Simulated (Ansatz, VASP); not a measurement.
C: VASP beside Ansatz

File INCAR:

```
SYSTEM = C
PREC = Accurate
ENCUT = 520
EDIFF = 1E-7
ISMEAR = 0
SIGMA = 0.05
LREAL = .FALSE.
LASPH = .TRUE.
NELM = 80
ALGO = Normal
ISIF = 2
LWAVE = .FALSE.
LCHARG = .FALSE.
NBANDS = 26
```

Contents of KPOINTS:

```
Automatic mesh
0
G
  6 6 10
  0 0 0
```

POSCAR

```
C
1.0
    2.1032727620     -4.3337146136      0.0000000000
    2.1032727620      4.3337146136      0.0000000000
    0.0000000000      0.0000000000      2.4856616114
C
8
Direct
    0.6482879639      0.9815881366      0.0000000000
    0.3517120361      0.0184118634      0.0000000000
    0.0184118634      0.3517120361      0.0000000000
    0.9815881366      0.6482879639      0.0000000000
    0.3888577562      0.1643914915      0.3514787333
    0.5954459046      0.7739231852      0.5000000000
    0.7739231852      0.5954459046      0.5000000000
    0.2260768148      0.4045540954      0.5000000000
```

Input for Ansatz:

```yaml
crystal:
  lattice:
    - [2.103272762, -4.3337146136, 0.0]
    - [2.103272762, 4.3337146136, 0.0]
    - [0.0, 0.0, 2.4856616114]
  atoms:
    - { symbol: C, position: [0.6482879639, 0.9815881366, 0.0] }
    - { symbol: C, position: [0.3517120361, 0.0184118634, 0.0] }
    - { symbol: C, position: [0.0184118634, 0.3517120361, 0.0] }
    - { symbol: C, position: [0.9815881366, 0.6482879639, 0.0] }
    - { symbol: C, position: [0.3888577562, 0.1643914915, 0.3514787333] }
    - { symbol: C, position: [0.5954459046, 0.7739231852, 0.5] }
    - { symbol: C, position: [0.7739231852, 0.5954459046, 0.5] }
    - { symbol: C, position: [0.2260768148, 0.4045540954, 0.5] }
basis:
  ecutwfc: 420
kpoints:
  mp_grid: { grid: [6, 6, 10] }
hamiltonian:
  xc: lda
scf:
  occupations: { method: gaussian, width: 0.05 }
output:
  forces: true
  stress: true
  eigenvalues: true
```

Alike in both runs: task single point; functional LDA; k mesh 6 × 6 × 10; occupations gaussian, width 0.05 eV; no spin polarisation.

|  | VASP | Ansatz |
| --- | --- | --- |
| version | VASP 6.6.1 | Ansatz 0.2.0 |
| potentials or method | VASP PAW LDA potentials, release 64 (C), cutoff 520 eV | scalar-relativistic, plane waves, PAW |
| valence electrons in the cell | 32 | 32 |

Ansatz gave:

| Quantity | Value |
| --- | --- |
| gap on the k mesh at the Fermi level (eV) | none |
| rms of the force components (eV/Å) | 12.002 |

Estimate VASP's values.

gap on the k mesh at the Fermi level (eV): none; rms of the force components (eV/Å): 12.180.

LDA's correlation is that of Perdew and Zunger in VASP and of Perdew and Wang (1992) in Ansatz. Atom by atom the forces differ by 0.180 eV/Å (rms over components). A gap of «none» marks a metal or a gap that the smearing closes.
